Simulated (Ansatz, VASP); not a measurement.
**Cr, level by level in two programs**

```
Cr
1.0
     1.14705   -2.46703    0.00000
     1.14705    2.46703    0.00000
     0.00000    0.00000    4.06431
Cr
2
Direct
  0.87053 0.12947 0.75000
  0.12947 0.87053 0.25000
```

Single points on this cell with VASP 6.6.1 and Ansatz 0.2.0. Each row is one pair of runs. Alike in all rows: smearing: fermi-dirac, width 0.05 eV; VASP's potentials, cutoff: VASP PAW PBE potentials, release 64 (Cr_pv), 520 eV; Ansatz's potentials, cutoff: Ansatz PAW, 420 eV.

```tsv
level	spin	k mesh	rms of the force components (eV/Å), VASP	rms of the force components (eV/Å), Ansatz
PBEsol	collinear, typed start	11 × 11 × 6	0.399	0.396
PBEsol	off	13 × 13 × 7	0.104	0.106
PBEsol	collinear, zero start	11 × 11 × 6	0.100	0.103
```

Rms of the force components (eV/Å): the two programs differ by at most 0.0026.

VASP's potentials hold 24 valence electrons a cell and Ansatz's 28, so a difference there can come from the potentials and not from the codes.

In some rows the two programs ended in different magnetic states.
